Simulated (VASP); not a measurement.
# HgTe (F-43m) in VASP: further runs

HgTe is run at these levels: r2SCAN0, r2SCAN50; tasks: single point.

Program: VASP 6.6.1. These are calculated values, not measurements. Logs are shortened: lines on timing, memory, paths and dates and some standing lists are left out, and cuts for length are marked.

### Step 1. The cell of the first run

Symmetry: F-43m, No. 216, cubic system. The conventional cell has a = 6.342 Å, b = 6.342 Å, c = 6.342 Å, α = 90.00°, β = 90.00°, γ = 90.00°. Hg (site symmetry -43m) has 4 Te at 2.75 Å within 3.6 Å. Te (site symmetry -43m) has 4 Hg at 2.75 Å within 3.6 Å.

### Step 2. Single point, r2SCAN0

POSCAR reads:

```
HgTe
1.0
    0.0000000000      3.1710554852      3.1710554852
    3.1710554852      0.0000000000      3.1710554852
    3.1710554852      3.1710554852      0.0000000000
Hg Te
1 1
Direct
    0.0000000000      0.0000000000      0.0000000000
    0.7500000000      0.7500000000      0.7500000000
```

INCAR.step1 reads:

```
PREC = Accurate ; ENCUT = 520
EDIFF = 1E-5 ; ISMEAR = -1
SIGMA = 0.05 ; LREAL = F
LASPH = T ; NELM = 100
ALGO = Normal ; ISIF = 2
LWAVE = T ; LCHARG = F
NBANDS = 16 ; GGA = PE
```

INCAR.step2 reads:

```
PREC = Accurate ; ENCUT = 520
EDIFF = 1E-7 ; ISMEAR = -1
SIGMA = 0.05 ; LREAL = F
LASPH = T ; NELM = 100
ALGO = Normal ; ISIF = 2
LWAVE = F ; LCHARG = F
METAGGA = R2SCAN ; LHFCALC = T
AEXX = 0.25 ; LMIXTAU = T
PRECFOCK = Normal ; NBANDS = 16
ISTART = 1
```

KPOINTS reads:

```
regular mesh
0
Gamma
  4 4 4
```

Potentials or basis: VASP PAW PBE potentials, release 64 (Hg, Te).

Started as:

```console
$ cat potpaw_PBE.64/Hg/POTCAR potpaw_PBE.64/Te/POTCAR > POTCAR
$ cp INCAR.step1 INCAR
$ mpirun -np 1 vasp_std > vasp.out
$ cp INCAR.step2 INCAR
$ mpirun -np 1 vasp_std > vasp.out
```

OUTCAR:

```text
PREC = Accurate
   ENCUT = 520
   EDIFF = 1E-7
   ISMEAR = -1
   LREAL = F
   LASPH = T
   NELM = 100
   ISIF = 2
   METAGGA = R2SCAN
   LHFCALC = T
   AEXX = 0.25
   PRECFOCK = Normal
   ISTART = 1

 ion  position               nearest neighbor table
   1  0.000  0.000  0.000-   2 2.75   2 2.75   2 2.75   2 2.75
   2  0.750  0.750  0.750-   1 2.75   1 2.75   1 2.75   1 2.75

  LATTYP: Found a face centered cubic cell.
 ALAT       =     6.3421109704

  Lattice vectors:

 A1 = (   0.0000000000,   3.1710554852,   3.1710554852)
 A2 = (   3.1710554852,   0.0000000000,   3.1710554852)
 A3 = (   3.1710554852,   3.1710554852,   0.0000000000)

Analysis of symmetry for initial positions (statically):
=====================================================================
 Subroutine PRICEL returns:
 Original cell was already a primitive cell.

 Routine SETGRP: Setting up the symmetry group for a
 face centered cubic supercell.

 Subroutine GETGRP returns: Found 24 space group operations
 (whereof 24 operations were pure point group operations)
 out of a pool of 48 trial point group operations.

The static configuration has the point symmetry T_d .

Analysis of symmetry for dynamics (positions and initial velocities):
=====================================================================
 Subroutine PRICEL returns:
 Original cell was already a primitive cell.

 Routine SETGRP: Setting up the symmetry group for a
 face centered cubic supercell.

 Subroutine GETGRP returns: Found 24 space group operations
 (whereof 24 operations were pure point group operations)
 out of a pool of 48 trial point group operations.

The dynamic configuration has the point symmetry T_d .

 Subroutine INISYM returns: Found 24 space group operations
 (whereof 24 operations are pure point group operations),
 and found     1 'primitive' translations

----------------------------------------------------------------------------------------

                                     Primitive cell

  volume of cell :      63.7737

  direct lattice vectors                    reciprocal lattice vectors
     0.000000000  3.171055485  3.171055485    -0.157676207  0.157676207  0.157676207
     3.171055485  0.000000000  3.171055485     0.157676207 -0.157676207  0.157676207
     3.171055485  3.171055485  0.000000000     0.157676207  0.157676207 -0.157676207

  length of vectors
     4.484549674  4.484549674  4.484549674     0.273103201  0.273103201  0.273103201

  position of ions in fractional coordinates (direct lattice)
     0.000000000  0.000000000  0.000000000
     0.750000000  0.750000000  0.750000000

  ion indices of the primitive-cell ions
   primitive index   ion index
                 1           1
                 2           2

----------------------------------------------------------------------------------------

 KPOINTS: regular mesh

Automatic generation of k-mesh.
 Grid dimensions read from file:
 generate k-points for:    4    4    4

 Generating k-lattice:

  Cartesian coordinates                     Fractional coordinates (reciprocal lattice)
    -0.039419052  0.039419052  0.039419052     0.250000000  0.000000000  0.000000000
     0.039419052 -0.039419052  0.039419052     0.000000000  0.250000000  0.000000000
     0.039419052  0.039419052 -0.039419052     0.000000000  0.000000000  0.250000000

  Length of vectors
     0.068275800  0.068275800  0.068275800

  Shift w.r.t. Gamma in fractional coordinates (k-lattice)
     0.000000000  0.000000000  0.000000000

 Subroutine IBZKPT returns following result:
 ===========================================

 Found      8 irreducible k-points:

 Following reciprocal coordinates:
            Coordinates               Weight
  0.000000  0.000000  0.000000      1.000000
  0.250000  0.000000  0.000000      8.000000
  0.500000  0.000000  0.000000      4.000000
  0.250000  0.250000  0.000000      6.000000
  0.500000  0.250000  0.000000     24.000000
 -0.250000  0.250000  0.000000     12.000000
  0.500000  0.500000  0.000000      3.000000
 -0.250000  0.500000  0.250000      6.000000
   k-points           NKPTS =      8   k-points in BZ     NKDIM =     64   number of bands    NBANDS=     16
   number of dos      NEDOS =    301   number of ions     NIONS =      2
   total plane-waves  NPLWV =  46656
   dimension x,y,z NGX =    36 NGY =   36 NGZ =   36
   dimension x,y,z NGXF=    72 NGYF=   72 NGZF=   72
   ions per type =               1   1
   NGX,Y,Z   is equivalent  to a cutoff of  13.35, 13.35, 13.35 a.u.
   NGXF,Y,Z  is equivalent  to a cutoff of  26.69, 26.69, 26.69 a.u.
 SYSTEM =  unknown system
   PREC   = accura    normal or accurate (medium, high low for compatibility)
   ISTART =      1    job   : 0-new  1-cont  2-samecut
   ICHARG =      0    charge: 1-file 2-atom 10-const
   ISPIN  =      1    spin polarized calculation?
   LNONCOLLINEAR =      F non collinear calculations
   LSORBIT =      F    spin-orbit coupling
   LASPH  =      T    aspherical Exc in radial PAW
   ENCUT  =  520.0 eV  38.22 Ry    6.18 a.u.   8.34  8.34  8.34*2*pi/ulx,y,z
   NELM   =    100;   NELMIN=  2; NELMDL=  0     # of ELM steps
   EDIFF  = 0.1E-06   stopping-criterion for ELM
   LREAL  =      F    real-space projection
   EDIFFG = 0.1E-05   stopping-criterion for IOM
   NSW    =      0    number of steps for IOM
   IBRION =     -1    ionic relax: 0-MD 1-quasi-New 2-CG
   NFREE  =      0    steps in history (QN), initial steepest desc. (CG)
   ISIF   =      2    stress and relaxation
   ISYM   =      3    0-nonsym 1-usesym 2-fastsym
   POTIM  = 0.5000    time-step for ionic-motion
   TEBEG  =    0.0;   TEEND  =   0.0 temperature during run
   PSTRESS=    0.0 pullay stress
   NELECT =      18.0000    total number of electrons
   NUPDOWN=      -1.0000    fix difference up-down
   EMIN   =  10.00;   EMAX   =-10.00  energy-range for DOS
   EFERMI =   0.00;   METHOD = LEGACY
   ISMEAR =    -1;   SIGMA  =   0.05  broadening in eV -4-tet -1-fermi 0-gaus
   EFERMI_NEDOS =   21; number of points for ismear=-14 and -15
   IALGO  =     38    algorithm
   IMIX   =      1    mixing-type and parameters
     AMIX     =   0.40;   BMIX     =  1.00
     AMIX_MAG =   1.60;   BMIX_MAG =  1.00
  volume/ion in A,a.u.               =      31.89       215.18
  Fermi-wavevector in a.u.,A,eV,Ry     =   1.073870  2.029321 15.690203  1.153197
  Thomas-Fermi vector in A             =   2.209682
   LORBIT       =      0    0 simple, 1 ext, 2 COOP (PROOUT), +10 PAW based schemes
   METAGGA = R2SCAN    functional components
   LHFCALC =     T    Hartree Fock is set to
   PRECFOCK=normal    Normal, Fast or Accurate (Low or Medium for compatibility)
   ENCUT4O =  -1.0   cutoff for four orbital integrals eV
   NKREDX  =     1    reduce k-point grid by
   NKREDY  =     1    reduce k-point grid by
   NKREDZ  =     1    reduce k-point grid by
   AEXX    =    0.2500 exact exchange contribution
   HFSCREEN=    0.0000 screening length (either q_TF or 0.3 A-1)
   HFSCREENC=   0.0000 screening length for correlation (either q_TF or 0.3 A-1)
   ENCUTFOCK=  -1.0 apply spherical cutoff to Coloumb kernel
   IVDW    =     0    specifies the selected vdW correction
   LEPSILON=     F    determine dielectric tensor
   LRPA    =     F    only Hartree local field effects (RPA)
 non-spin polarized calculation
  energy-cutoff  :      520.00
  volume of cell :       63.77
 maximum number of plane-waves:      1759
 NGX is ok and might be reduce to    36
  NGX = 28; NGY = 28; NGZ = 28

 number of electron      17.9999998 magnetization

 Free energy of the ion-electron system (eV)
  ---------------------------------------------------
  ext. energy  EPLUGINS =         0.00000000
  ---------------------------------------------------
  free energy    TOTEN  =       -59.28572690 eV

  energy without entropy =      -59.28572413  energy(sigma->0) =      -59.28572552

 E-fermi :   3.3036     XC(G=0):  -7.5013

 val. band max:        2.7775172760   @ k =   0.0000   0.0000   0.0000
 cond. band min:       3.7747845116   @ k =   0.0000   0.0000   0.0000
 fundamental gap:      0.9972672356
 Fermi energy:         3.3036183036

 k-point     1 :       0.0000    0.0000    0.0000
  band No.  band energies     occupation
      1     -11.0673      2.00000
      2      -6.3029      2.00000
      3      -6.3029      2.00000
      4      -6.3029      2.00000
      5      -5.6608      2.00000
      6      -5.6608      2.00000
[... 8 lines left out ...]
     15      14.4463      0.00000
     16      14.4463      0.00000

 k-point     2 :       0.2500    0.0000    0.0000
  band No.  band energies     occupation
      1     -10.7189      2.00000
      2      -6.2186      2.00000
      3      -6.2186      2.00000
      4      -6.0870      2.00000
      5      -5.6631      2.00000
      6      -5.6631      2.00000
[... 8 lines left out ...]
     15      13.1994      0.00000
     16      13.1994      0.00000

 k-point     3 :       0.5000    0.0000    0.0000
  band No.  band energies     occupation
      1     -10.3380      2.00000
      2      -6.1523      2.00000
      3      -6.1523      2.00000
      4      -5.6383      2.00000
      5      -5.6383      2.00000
      6      -5.2312      2.00000
[... 8 lines left out ...]
     15      15.0440      0.00000
     16      15.0440      0.00000

 k-point     4 :       0.2500    0.2500    0.0000
  band No.  band energies     occupation
      1     -10.5998      2.00000
      2      -6.1867      2.00000
      3      -6.1175      2.00000
      4      -6.1175      2.00000
      5      -5.6865      2.00000
      6      -5.6255      2.00000
[... 8 lines left out ...]
     15      14.7609      0.00000
     16      15.0966      0.00000

 k-point     5 :       0.5000    0.2500    0.0000
  band No.  band energies     occupation
      1     -10.2161      2.00000
      2      -6.0974      2.00000
      3      -6.0214      2.00000
      4      -5.8050      2.00000
      5      -5.6239      2.00000
      6      -5.2394      2.00000
[... 8 lines left out ...]
     15      15.3164      0.00000
     16      15.5435      0.00000

 k-point     6 :      -0.2500    0.2500    0.0000
  band No.  band energies     occupation
      1     -10.3453      2.00000
      2      -6.1124      2.00000
      3      -6.1118      2.00000
      4      -5.7453      2.00000
      5      -5.6843      2.00000
      6      -5.5086      2.00000
[... 8 lines left out ...]
     15      14.3949      0.00000
     16      15.5038      0.00000

 k-point     7 :       0.5000    0.5000    0.0000
  band No.  band energies     occupation
      1     -10.0845      2.00000
      2      -6.0575      2.00000
      3      -5.8908      2.00000
      4      -5.8908      2.00000
      5      -5.5894      2.00000
      6      -5.0256      2.00000
[... 8 lines left out ...]
     15      15.2234      0.00000
     16      16.5376      0.00000

 k-point     8 :      -0.2500    0.5000    0.2500
  band No.  band energies     occupation
      1     -10.0877      2.00000
      2      -6.0267      2.00000
      3      -5.9789      2.00000
      4      -5.7277      2.00000
      5      -5.7013      2.00000
      6      -4.8157      2.00000
[... 8 lines left out ...]
     15      16.2102      0.00000
     16      16.3204      0.00000

------------------------ aborting loop because EDIFF is reached ----------------------------------------

  FORCE on cell =-STRESS in cart. coord.  units (eV):
  Direction    XX          YY          ZZ          XY          YZ          ZX
  --------------------------------------------------------------------------------------
  -------------------------------------------------------------------------------------
  Total        1.8578187      1.8578187      1.8578187      0.0000000     -0.0000000      0.0000000
  in kB       46.6737170     46.6737170     46.6737170      0.0000000     -0.0000000      0.0000000
  external PRESSURE =      46.6737170 kB  Pullay stress =       0.0000000 kB

 VOLUME and BASIS-vectors are now :
 -----------------------------------------------------------------------------
  energy-cutoff  :      520.00
  volume of cell :       63.77
      direct lattice vectors                 reciprocal lattice vectors
     0.000000000  3.171055485  3.171055485    -0.157676207  0.157676207  0.157676207
     3.171055485  0.000000000  3.171055485     0.157676207 -0.157676207  0.157676207
     3.171055485  3.171055485  0.000000000     0.157676207  0.157676207 -0.157676207

 POSITION                                       TOTAL-FORCE (eV/Angst)
 -----------------------------------------------------------------------------------
      0.00000      0.00000      0.00000         0.000000      0.000000      0.000000
      4.75658      4.75658      4.75658        -0.000000     -0.000000     -0.000000
 -----------------------------------------------------------------------------------
    total drift:                                0.000020      0.000028      0.000022

  FREE ENERGIE OF THE ION-ELECTRON SYSTEM (eV)
  ---------------------------------------------------
  free  energy   TOTEN  =       -59.2857269024 eV

  energy  without entropy=      -59.2857241315  energy(sigma->0) =      -59.28572552
```

It took 13 min on 1 thread of Intel Xeon Platinum 8488C (Sapphire Rapids), shared host; peak memory 0.22 GiB.

Results:

```
Free energy            : -59.2857 eV
Pressure               : 4.7 GPa
Band gap on the k mesh : 1.00 eV
```

Caveat: the k points lie up to 0.43 Å⁻¹ apart; the PAW data sets were made with another functional, which shifts forces and pressure a little; spin-orbit coupling is left out, which moves the levels of the heavy elements.

### Step 3. Single point, r2SCAN0

This run uses another cell than the first one, of 32.55 Å³/atom.

POSCAR reads:

```
HgTe
1.0
    0.0000000000      3.1929255244      3.1929255244
    3.1929255244      0.0000000000      3.1929255244
    3.1929255244      3.1929255244      0.0000000000
Hg Te
1 1
Direct
    0.0000000000      0.0000000000      0.0000000000
    0.7500000000      0.7500000000      0.7500000000
```

INCAR.step1 reads:

```
SYSTEM = HgTe
ALGO     = Normal         ! electronic algorithm
EDIFF    = 1E-5           ! SCF threshold, eV
ENCUT    = 520            ! plane-wave cutoff, eV
GGA      = PE             ! functional
ISIF     = 2              ! what is computed and relaxed
ISMEAR   = -1             ! smearing method
LASPH    = .True.         ! aspherical terms in the spheres
LREAL    = .False.        ! projectors in reciprocal space
LWAVE    = .True.         ! write WAVECAR
NBANDS   = 16             ! bands
NELM     = 60             ! most SCF steps
PREC     = Accurate       ! precision mode
SIGMA    = 0.05           ! smearing width, eV
```

INCAR.step2 reads:

```
SYSTEM = HgTe
AEXX     = 0.25           ! exact-exchange fraction
ALGO     = Normal         ! electronic algorithm
EDIFF    = 1E-6           ! SCF threshold, eV
ENCUT    = 520            ! plane-wave cutoff, eV
ISIF     = 2              ! what is computed and relaxed
ISMEAR   = -1             ! smearing method
ISTART   = 1            
LASPH    = .True.         ! aspherical terms in the spheres
LCHARG   = .True.         ! write CHGCAR
LELF     = .True.         ! ELF
LHFCALC  = .True.         ! exact exchange
LMIXTAU  = .True.       
LREAL    = .False.        ! projectors in reciprocal space
LVHAR    = .True.       
LWAVE    = .False.        ! write WAVECAR
METAGGA  = R2SCAN         ! meta-GGA
NBANDS   = 16             ! bands
NELM     = 60             ! most SCF steps
PREC     = Accurate       ! precision mode
PRECFOCK = Normal       
SIGMA    = 0.05           ! smearing width, eV
```

KPOINTS reads:

```
k-points
0
Gamma
  4 4 4
  0 0 0
```

Potentials or basis: VASP PAW PBE potentials, release 64 (Hg, Te).

Started as:

```console
$ cat potpaw_PBE.64/Hg/POTCAR potpaw_PBE.64/Te/POTCAR > POTCAR
$ cp INCAR.step1 INCAR
$ mpirun -np 1 vasp_std > vasp.out
$ cp INCAR.step2 INCAR
$ mpirun -np 1 vasp_std > vasp.out
```

Run time: 10 min. Hardware: 1 thread of Intel Xeon Platinum 8488C (Sapphire Rapids), shared host; peak memory 0.22 GiB.

It converged, with:

```
Free energy            : -59.3192 eV
Pressure               : 3.3 GPa
Band gap on the k mesh : 0.93 eV
```

Levels at points of the mesh, in eV from the valence-band top:
| k point | band 5 | band 6 | band 7 | band 8 | band 9 | band 10 | band 11 | band 12 | band 13 | band 14 |
| --- | --- | --- | --- | --- | --- | --- | --- | --- | --- | --- |
| (0.00, 0.00, 0.00) | -8.33 | -8.33 | 0.00 | 0.00 | 0.00 | 0.93 | 5.85 | 5.85 | 5.85 | 8.30 |
| (0.50, 0.00, 0.00) | -8.31 | -7.92 | -6.36 | -1.19 | -1.19 | 2.24 | 6.73 | 6.73 | 8.56 | 10.08 |
| (0.50, 0.50, 0.00) | -8.27 | -7.73 | -6.27 | -2.73 | -2.73 | 3.40 | 3.82 | 10.50 | 11.33 | 11.33 |

Caveat: the k points lie up to 0.43 Å⁻¹ apart; the PAW data sets were made with another functional, which shifts forces and pressure a little; spin-orbit coupling is left out, which moves the levels of the heavy elements.

(Continued in part 2 of 2.)
